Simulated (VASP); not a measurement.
The system is Ag.

```xyz
1
Lattice="-1.6557 1.6557 1.6557 1.6557 -1.6557 1.6557 1.6557 1.6557 -1.6557" Properties=species:S:1:pos:R:3 pbc="T T T"
Ag    0.0000    0.0000    0.0000
```

* Program: VASP 6.6.1
* Task: relaxation of volume and atoms at fixed shape
* Functional: PBEsol
* Potentials or basis: VASP PAW PBE potentials, release 64 (Ag)
* Cutoff: 600 eV
* k mesh: 20 × 20 × 20
* Occupations: methfessel-paxton, width 0.05 eV
* Spin: no spin polarisation

At the start: pressure -7.2 GPa; volume 18.15 Å³/atom.

Q: Where does the relaxation end?

A: Over 3 steps the energy falls by 35.0 meV/atom and the volume is 16.75 Å³/atom (-7.7 %); space group Im-3m (No. 229, to 0.05 Å).

The path:
```tsv
step	energy change (eV)	largest force (eV/Å)	pressure (GPa)	volume (Å³)
1	0.0000	0.0000	-7.22	18.15
2	-0.0247	0.0000	5.21	16.09
3	-0.0350	0.0000	-0.03	16.75
```

Final structure:
```cif
data_structure
_symmetry_space_group_name_H-M 'P 1'
_symmetry_Int_Tables_number 1
_cell_length_a 2.7918
_cell_length_b 2.7918
_cell_length_c 2.7918
_cell_angle_alpha 109.471
_cell_angle_beta 109.471
_cell_angle_gamma 109.471
_cell_volume 16.75
loop_
_atom_site_label
_atom_site_type_symbol
_atom_site_fract_x
_atom_site_fract_y
_atom_site_fract_z
_atom_site_occupancy
Ag1 Ag 0.00000 0.00000 0.00000 1
```

Caveat: the PAW data sets were made with another functional, which shifts forces and pressure a little.
